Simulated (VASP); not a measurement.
# WC (Fm-3m) in VASP: further runs, part 2 of 2

VASP 6.6.1.

### Step 3. Single point, PBE

This run uses another cell than the first one, of 10.54 Å³/atom, 1.039 times its volume.

The input, INCAR:

```
SYSTEM = WC
  PREC = Accurate
  ENCUT = 520
  EDIFF = 1E-7
  ISMEAR = 0
  SIGMA = 0.013000000000000001
  LREAL = .FALSE.
  LASPH = .TRUE.
  NELM = 100
  ALGO = Normal
  ISIF = 2
  LWAVE = .FALSE.
  LCHARG = .FALSE.
  GGA = PE
  NBANDS = 16
```

The input, KPOINTS:

```
regular mesh
0
G
  10 10 10
  0 0 0
```

The input, POSCAR:

```
WC
1.0
    0.0000000000      2.1926840000      2.1926840000
    2.1926840000      0.0000000000      2.1926840000
    2.1926840000      2.1926840000      0.0000000000
W C
1 1
Direct
    0.0000000000      0.0000000000      0.0000000000
    0.5000000000      0.5000000000      0.5000000000
```

Potentials or basis: VASP PAW PBE potentials, release 64 (W_sv, C).

The run is started by

```bash
cat potpaw_PBE.64/W_sv/POTCAR potpaw_PBE.64/C/POTCAR > POTCAR
mpirun -np 1 vasp_std > vasp.out
```

It took 7.8 s on 1 thread of Intel Xeon Platinum 8559C (Emerald Rapids), shared host; peak memory 0.14 GiB.

The run converged. Its results:

| Property | Result |
| --- | --- |
| Free energy | -21.5680 eV |
| Pressure | -0.7 GPa |
| Band gap on the k mesh | zero (band 9 reaches 13.45 eV, above the bottom of band 10 at 10.27 eV) |

Levels at points of the mesh, in eV from the Fermi level:
| k point | band 6 | band 7 | band 8 | band 9 | band 10 | band 11 | band 12 | band 13 |
| --- | --- | --- | --- | --- | --- | --- | --- | --- |
| (0.00, 0.00, 0.00) | -2.84 | -2.84 | -2.84 | -1.16 | -1.16 | -1.16 | -1.05 | -1.05 |
| (0.50, 0.00, 0.00) | -9.88 | -6.67 | -6.67 | 0.95 | 0.95 | 2.24 | 4.83 | 8.68 |
| (0.50, 0.50, 0.00) | -5.85 | -5.69 | -2.59 | -2.59 | 0.76 | 2.18 | 2.18 | 5.34 |

Caveat: spin-orbit coupling is left out, which moves the levels of the heavy elements.

### Step 4. Single point, PBE

This run uses another cell than the first one, of 10.54 Å³/atom, 1.039 times its volume.

The input, INCAR:

```
PREC = Accurate
ENCUT = 520
EDIFF = 1E-6
ISMEAR = 0
SIGMA = 0.018000000000000002
LREAL = F
LASPH = T
NELM = 100
ALGO = Normal
ISIF = 2
LWAVE = F
LCHARG = F
GGA = PE
NBANDS = 16
```

The input, KPOINTS:

```
regular mesh
0
Gamma
  10 10 10
```

POSCAR is that of step 3.

Potentials or basis: VASP PAW PBE potentials, release 64 (W_sv, C).

The run is started by

```bash
cat potpaw_PBE.64/W_sv/POTCAR potpaw_PBE.64/C/POTCAR > POTCAR
mpirun -np 1 vasp_std > vasp.out
```

OUTCAR:

```text
PREC = Accurate
   ENCUT = 520
   EDIFF = 1E-6
   ISMEAR = 0
   LREAL = F
   LASPH = T
   NELM = 100
   ISIF = 2
   GGA = PE

 ion  position               nearest neighbor table
   1  0.000  0.000  0.000-   2 2.19   2 2.19   2 2.19   2 2.19   2 2.19   2 2.19
   2  0.500  0.500  0.500-   1 2.19   1 2.19   1 2.19   1 2.19   1 2.19   1 2.19

  LATTYP: Found a face centered cubic cell.
 ALAT       =     4.3853680000

  Lattice vectors:

 A1 = (   0.0000000000,   2.1926840000,   2.1926840000)
 A2 = (   2.1926840000,   0.0000000000,   2.1926840000)
 A3 = (   2.1926840000,   2.1926840000,   0.0000000000)

Analysis of symmetry for initial positions (statically):
=====================================================================
 Subroutine PRICEL returns:
 Original cell was already a primitive cell.

 Routine SETGRP: Setting up the symmetry group for a
 face centered cubic supercell.

 Subroutine GETGRP returns: Found 48 space group operations
 (whereof 48 operations were pure point group operations)
 out of a pool of 48 trial point group operations.

The static configuration has the point symmetry O_h .

Analysis of symmetry for dynamics (positions and initial velocities):
[... 154 lines left out ...]
  ---------------------------------------------------
  free energy    TOTEN  =       -21.56809144 eV

  energy without entropy =      -21.56761851  energy(sigma->0) =      -21.56785497

 E-fermi :  12.4927     XC(G=0): -13.7146

 val. band max:       12.3565770886   @ k =   0.3000   0.2000   0.1000
 cond. band min:      12.4927696238   @ k =  -0.1000   0.1000   0.0000
 fundamental gap:      0.1361925352
 Fermi energy:        12.4926963365

 k-point     1 :       0.0000    0.0000    0.0000
  band No.  band energies     occupation
      1     -63.0355      2.00000
      2     -27.0293      2.00000
      3     -27.0293      2.00000
      4     -27.0293      2.00000
      5      -3.4025      2.00000
      6       9.6589      2.00000
[... 433 lines left out ...]
      3     -27.2058      2.00000
      4     -27.1881      2.00000
      5      -0.9609      2.00000
      6       5.3427      2.00000
[... 8 lines left out ...]
     15      24.1322      0.00000
     16      27.7971      0.00000

 [... further k-points ...]
[... 5 lines left out ...]
  --------------------------------------------------------------------------------------
  -------------------------------------------------------------------------------------
  Total       -0.0851464     -0.0851464     -0.0851464      0.0000000     -0.0000000      0.0000000
  in kB       -6.4702182     -6.4702182     -6.4702182      0.0000000     -0.0000000      0.0000000
  external PRESSURE =      -6.4702182 kB  Pullay stress =       0.0000000 kB

 VOLUME and BASIS-vectors are now :
 -----------------------------------------------------------------------------
  energy-cutoff  :      520.00
  volume of cell :       21.08
      direct lattice vectors                 reciprocal lattice vectors
     0.000000000  2.192684000  2.192684000    -0.228031034  0.228031034  0.228031034
     2.192684000  0.000000000  2.192684000     0.228031034 -0.228031034  0.228031034
     2.192684000  2.192684000  0.000000000     0.228031034  0.228031034 -0.228031034

 POSITION                                       TOTAL-FORCE (eV/Angst)
 -----------------------------------------------------------------------------------
      0.00000      0.00000      0.00000         0.000000      0.000000     -0.000000
      2.19268      2.19268      2.19268         0.000000      0.000000      0.000000
 -----------------------------------------------------------------------------------
    total drift:                                0.000000     -0.000000     -0.000000

  FREE ENERGIE OF THE ION-ELECTRON SYSTEM (eV)
  ---------------------------------------------------
  free  energy   TOTEN  =       -21.5680914383 eV

  energy  without entropy=      -21.5676185066  energy(sigma->0) =      -21.56785497
```

Wall time 7.3 s (1 thread of Intel Xeon Platinum 8559C (Emerald Rapids), shared host); peak memory 0.14 GiB.

What came out:

* Free energy: -21.5681 eV
* Pressure: -0.6 GPa
* Band gap on the k mesh: zero (band 9 reaches 13.45 eV, above the bottom of band 10 at 10.27 eV)

Levels at points of the mesh, in eV from the Fermi level:
| k point | band 7 | band 8 | band 9 | band 10 | band 11 | band 12 |
| --- | --- | --- | --- | --- | --- | --- |
| (0.00, 0.00, 0.00) | -2.83 | -2.83 | -1.16 | -1.16 | -1.16 | -1.05 |
| (0.50, 0.00, 0.00) | -6.67 | -6.67 | 0.96 | 0.96 | 2.24 | 4.83 |
| (0.50, 0.50, 0.00) | -5.68 | -2.59 | -2.59 | 0.76 | 2.18 | 2.18 |

Caveat: spin-orbit coupling is left out, which moves the levels of the heavy elements.

### Step 5. Overview

```csv
level,cell,smearing,gap on the mesh (eV),pressure (GPa)
PBEsol+D4,"a = 3.062 Å, angles 60.0°, 2 atoms",fermi-dirac 0.05 eV,none,1.2
PBE,"a = 3.101 Å, angles 60.0°, 2 atoms",gaussian 0.013 eV,none,-0.7
PBE,"a = 3.101 Å, angles 60.0°, 2 atoms",gaussian 0.018 eV,none,-0.6
```

Alike in all rows: task single point; potentials or basis VASP PAW PBE potentials, release 64 (W_sv, C); no spin polarisation; k mesh 10 × 10 × 10; cutoff (eV) 520.

Caveats: spin-orbit coupling is left out, which moves the levels of the heavy elements; the PAW data sets were made with another functional, which shifts forces and pressure a little (some runs); pairwise dispersion overbinds metals, which lowers pressure and volume (some runs).

Total energies depend on the potentials used, so only differences within one code and one set of settings carry meaning.
